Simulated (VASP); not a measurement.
# PtSe2 (P-3m1) in VASP: notebook, part 2 of 2

VASP 6.6.1. The steps go on from the part before.

## (4) Single point, PBE

This run uses another cell than the first one, of 26.17 Å³/atom.

The input, INCAR:

```
SYSTEM = PtSe2
PREC     = Accurate       ! precision mode
ENCUT    = 520            ! plane-wave cutoff, eV
EDIFF    = 1E-7           ! SCF threshold, eV
ISMEAR   = 1              ! smearing method
SIGMA    = 0.05           ! smearing width, eV
LREAL    = .False.        ! projectors in reciprocal space
LASPH    = .True.         ! aspherical terms in the spheres
NELM     = 60             ! most SCF steps
ALGO     = Normal         ! electronic algorithm
ISIF     = 2              ! what is computed and relaxed
LWAVE    = .False.        ! write WAVECAR
LCHARG   = .False.        ! write CHGCAR
GGA      = PE             ! functional
NBANDS   = 18             ! bands
```

The input, KPOINTS:

```
Automatic mesh
0
Gamma
  9 9 6
  0 0 0
```

The input, POSCAR:

```
PtSe2
1.0
    3.7519673429      0.0000000000      0.0000000000
   -1.8759836714      3.2492990331      0.0000000000
    0.0000000000      0.0000000000      6.4407121421
Pt Se
1 2
Direct
    0.0000000000      0.0000000000      0.0000000000
    0.3333333333      0.6666666667      0.2028403360
    0.6666666667      0.3333333333      0.7971596640
```

Potentials or basis: VASP PAW PBE potentials, release 64 (Pt, Se).

Command:

```console
cat potpaw_PBE.64/Pt/POTCAR potpaw_PBE.64/Se/POTCAR > POTCAR
mpirun -np 1 vasp_std > vasp.out
```

OUTCAR:

```text
SYSTEM = PtSe2
   PREC = Accurate
   ENCUT = 520
   EDIFF = 1E-7
   ISMEAR = 1
   LREAL = .False.
   LASPH = .True.
   NELM = 60
   ISIF = 2
   GGA = PE

 ion  position               nearest neighbor table
   1  0.000  0.000  0.000-   2 2.53   3 2.53   2 2.53   3 2.53   3 2.53   2 2.53
   2  0.333  0.667  0.203-   1 2.53   1 2.53   1 2.53
   3  0.667  0.333  0.797-   1 2.53   1 2.53   1 2.53

  LATTYP: Found a hexagonal cell.
 ALAT       =     3.7519673429
 C/A-ratio  =     1.7166226551

  Lattice vectors:

 A1 = (   3.7519673429,   0.0000000000,   0.0000000000)
 A2 = (  -1.8759836714,   3.2492990331,   0.0000000000)
 A3 = (   0.0000000000,   0.0000000000,   6.4407121421)

Analysis of symmetry for initial positions (statically):
=====================================================================
 Subroutine PRICEL returns:
 Original cell was already a primitive cell.

 Routine SETGRP: Setting up the symmetry group for a
 hexagonal supercell.

 Subroutine GETGRP returns: Found 12 space group operations
 (whereof 12 operations were pure point group operations)
 out of a pool of 24 trial point group operations.

The static configuration has the point symmetry D_3d.

Analysis of symmetry for dynamics (positions and initial velocities):
=====================================================================
 Subroutine PRICEL returns:
 Original cell was already a primitive cell.

 Routine SETGRP: Setting up the symmetry group for a
 hexagonal supercell.

 Subroutine GETGRP returns: Found 12 space group operations
 (whereof 12 operations were pure point group operations)
 out of a pool of 24 trial point group operations.

The dynamic configuration has the point symmetry D_3d.

 Subroutine INISYM returns: Found 12 space group operations
 (whereof 12 operations are pure point group operations),
 and found     1 'primitive' translations

----------------------------------------------------------------------------------------

                                     Primitive cell

  volume of cell :      78.5204

  direct lattice vectors                    reciprocal lattice vectors
     3.751967343  0.000000000  0.000000000     0.266526840  0.153879343  0.000000000
    -1.875983671  3.249299033  0.000000000     0.000000000  0.307758686  0.000000000
     0.000000000  0.000000000  6.440712142     0.000000000  0.000000000  0.155262334

  length of vectors
     3.751967343  3.751967343  6.440712142     0.307758686  0.307758686  0.155262334

  position of ions in fractional coordinates (direct lattice)
     0.000000000  0.000000000  0.000000000
     0.333333333  0.666666667  0.202840336
     0.666666667  0.333333333  0.797159664

  ion indices of the primitive-cell ions
   primitive index   ion index
                 1           1
                 2           2
                 3           3

----------------------------------------------------------------------------------------

 KPOINTS: Automatic mesh

Automatic generation of k-mesh.
 Grid dimensions read from file:
 generate k-points for:    9    9    6

 Generating k-lattice:

  Cartesian coordinates                     Fractional coordinates (reciprocal lattice)
     0.029614093  0.017097705  0.000000000     0.111111111  0.000000000  0.000000000
     0.000000000  0.034195410  0.000000000     0.000000000  0.111111111  0.000000000
     0.000000000  0.000000000  0.025877056     0.000000000  0.000000000  0.166666667

  Length of vectors
     0.034195410  0.034195410  0.025877056

  Shift w.r.t. Gamma in fractional coordinates (k-lattice)
     0.000000000  0.000000000  0.000000000

 Subroutine IBZKPT returns following result:
 ===========================================

 Found     62 irreducible k-points:

 Following reciprocal coordinates:
            Coordinates               Weight
  0.000000  0.000000  0.000000      1.000000
  0.111111  0.000000  0.000000      6.000000
  0.222222  0.000000  0.000000      6.000000
  0.333333  0.000000  0.000000      6.000000
  0.444444  0.000000  0.000000      6.000000
  0.111111  0.111111  0.000000      6.000000
[... 16 lines left out ...]
  0.222222  0.111111  0.166667     12.000000
 -0.111111  0.333333  0.166667     12.000000
 [... further k-points ...]
   k-points           NKPTS =     62   k-points in BZ     NKDIM =     62   number of bands    NBANDS=     18
   number of dos      NEDOS =    301   number of ions     NIONS =      3
   total plane-waves  NPLWV =  37632
   dimension x,y,z NGX =    28 NGY =   28 NGZ =   48
   dimension x,y,z NGXF=    56 NGYF=   56 NGZF=   96
   ions per type =               1   2
   NGX,Y,Z   is equivalent  to a cutoff of  12.41, 12.41, 12.39 a.u.
   NGXF,Y,Z  is equivalent  to a cutoff of  24.81, 24.81, 24.78 a.u.
 SYSTEM =  PtSe2
   PREC   = accura    normal or accurate (medium, high low for compatibility)
   ISTART =      0    job   : 0-new  1-cont  2-samecut
   ICHARG =      2    charge: 1-file 2-atom 10-const
   ISPIN  =      1    spin polarized calculation?
   LNONCOLLINEAR =      F non collinear calculations
   LSORBIT =      F    spin-orbit coupling
   LASPH  =      T    aspherical Exc in radial PAW
   ENCUT  =  520.0 eV  38.22 Ry    6.18 a.u.   6.98  6.98 11.98*2*pi/ulx,y,z
   NELM   =     60;   NELMIN=  2; NELMDL= -5     # of ELM steps
   EDIFF  = 0.1E-06   stopping-criterion for ELM
   LREAL  =      F    real-space projection
   EDIFFG = 0.1E-05   stopping-criterion for IOM
   NSW    =      0    number of steps for IOM
   IBRION =     -1    ionic relax: 0-MD 1-quasi-New 2-CG
   NFREE  =      0    steps in history (QN), initial steepest desc. (CG)
   ISIF   =      2    stress and relaxation
   ISYM   =      2    0-nonsym 1-usesym 2-fastsym
   POTIM  = 0.5000    time-step for ionic-motion
   TEBEG  =    0.0;   TEEND  =   0.0 temperature during run
   PSTRESS=    0.0 pullay stress
   NELECT =      22.0000    total number of electrons
   NUPDOWN=      -1.0000    fix difference up-down
   EMIN   =  10.00;   EMAX   =-10.00  energy-range for DOS
   EFERMI =   0.00;   METHOD = LEGACY
   ISMEAR =     1;   SIGMA  =   0.05  broadening in eV -4-tet -1-fermi 0-gaus
   EFERMI_NEDOS =   21; number of points for ismear=-14 and -15
   IALGO  =     38    algorithm
   IMIX   =      4    mixing-type and parameters
     AMIX     =   0.40;   BMIX     =  1.00
     AMIX_MAG =   1.60;   BMIX_MAG =  1.00
  volume/ion in A,a.u.               =      26.17       176.63
  Fermi-wavevector in a.u.,A,eV,Ry     =   1.071243  2.024357 15.613536  1.147563
  Thomas-Fermi vector in A             =   2.206978
   LORBIT       =      0    0 simple, 1 ext, 2 COOP (PROOUT), +10 PAW based schemes
   GGA     = PE    functional components
   LHFCALC =     F    Hartree Fock is set to
   AEXX    =    0.0000 exact exchange contribution
   IVDW    =     0    specifies the selected vdW correction
   LEPSILON=     F    determine dielectric tensor
   LRPA    =     F    only Hartree local field effects (RPA)
 non-spin polarized calculation
 Methfessel and Paxton  Order N= 1 SIGMA  =   0.05
  energy-cutoff  :      520.00
  volume of cell :       78.52
 maximum number of plane-waves:      2136
   NGX = 13   NGY = 13   NGZ = 23

 number of electron      21.9999998 magnetization

 Free energy of the ion-electron system (eV)
  ---------------------------------------------------
  ext. energy  EPLUGINS =         0.00000000
  ---------------------------------------------------
  free energy    TOTEN  =       -14.30282337 eV

  energy without entropy =      -14.30286824  energy(sigma->0) =      -14.30283832

 E-fermi :   3.2276     XC(G=0):  -9.0483

 val. band max:        3.1863811116   @ k =   0.1111   0.1111   0.0000
 cond. band min:       4.0425897056   @ k =   0.0000   0.2222   0.3333
 fundamental gap:      0.8562085940
 Fermi energy:         3.2276202113

 k-point     1 :       0.0000    0.0000    0.0000
  band No.  band energies     occupation
      1     -11.0629      2.00000
      2      -9.2191      2.00000
      3      -2.2804      2.00000
      4      -2.1408      2.00000
      5      -2.1408      2.00000
      6       0.0961      2.00000
[... 10 lines left out ...]
     17      11.2425      0.00000
     18      12.3521      0.00000
[... 463 lines left out ...]
 k-point    24 :      -0.1111    0.3333    0.1667
  band No.  band energies     occupation
      1     -10.2703      2.00000
      2      -9.3231      2.00000
      3      -2.1101      2.00000
      4      -1.8668      2.00000
      5      -1.5360      2.00000
      6      -0.9374      2.00000
[... 10 lines left out ...]
     17      11.7835      0.00000
     18      12.5817      0.00000

 [... further k-points ...]
[... 5 lines left out ...]
  --------------------------------------------------------------------------------------
  -------------------------------------------------------------------------------------
  Total       -0.0178037     -0.0178037     -0.0090910     -0.0000000      0.0000000     -0.0000000
  in kB       -0.3632773     -0.3632773     -0.1854978     -0.0000000      0.0000000     -0.0000000
  external PRESSURE =      -0.3040175 kB  Pullay stress =       0.0000000 kB

 VOLUME and BASIS-vectors are now :
 -----------------------------------------------------------------------------
  energy-cutoff  :      520.00
  volume of cell :       78.52
      direct lattice vectors                 reciprocal lattice vectors
     3.751967343  0.000000000  0.000000000     0.266526840  0.153879343  0.000000000
    -1.875983671  3.249299033  0.000000000     0.000000000  0.307758686  0.000000000
     0.000000000  0.000000000  6.440712142     0.000000000  0.000000000  0.155262334

 POSITION                                       TOTAL-FORCE (eV/Angst)
 -----------------------------------------------------------------------------------
      0.00000      0.00000      0.00000         0.000000      0.000000      0.000000
     -0.00000      2.16620      1.30644        -0.000000     -0.000000     -0.001861
      1.87598      1.08310      5.13428         0.000000      0.000000      0.001861
 -----------------------------------------------------------------------------------
    total drift:                               -0.000000     -0.000000      0.000000

  FREE ENERGIE OF THE ION-ELECTRON SYSTEM (eV)
  ---------------------------------------------------
  free  energy   TOTEN  =       -14.3028233651 eV

  energy  without entropy=      -14.3028682395  energy(sigma->0) =      -14.30283832
```

Wall time 1.8 min (1 thread of Intel Xeon 8259CL, shared host); peak memory 0.24 GiB.

Results:

- Free energy: -14.3028 eV
- Pressure: 0.0 GPa
- Band gap on the k mesh: 0.86 eV (least direct gap 1.05 eV)

Caveat: spin-orbit coupling is left out, which moves the levels of the heavy elements; this functional lacks dispersion, which binds layers or chains, so the pressure and a relaxed spacing across them are unreliable. A k mesh can miss the band edges.

## (5) Overview

| level | cell | gap on the mesh (eV) | pressure (GPa) | largest force (eV/Å) |
| --- | --- | --- | --- | --- |
| PBEsol | a = 3.757, b = 3.757, c = 4.878 Å, angles 90.0, 90.0, 120.0°, 3 atoms, atomic positions A | none | 0.1 | 0.02 |
| PBE+D3(BJ) | a = 3.769, b = 3.769, c = 4.831 Å, angles 90.0, 90.0, 120.0°, 3 atoms, atomic positions B | none | 0.0 | 0.01 |
| PBE | a = 3.752, b = 3.752, c = 6.441 Å, angles 90.0, 90.0, 120.0°, 3 atoms, atomic positions C | 0.86 | 0.0 | - |

Alike in all rows: task single point; potentials or basis VASP PAW PBE potentials, release 64 (Pt, Se); no spin polarisation; k mesh 9 × 9 × 6; cutoff (eV) 520; smearing methfessel-paxton 0.05 eV.

Caveats: spin-orbit coupling is left out, which moves the levels of the heavy elements; the PAW data sets were made with another functional, which shifts forces and pressure a little (at least some runs); this functional lacks dispersion, which binds layers or chains, so the pressure and a relaxed spacing across them are unreliable (at least some runs).

Absolute energies hang on the potentials; compare differences alone.

The gap in the log of VASP goes by the Fermi energy; the results here count the filled bands.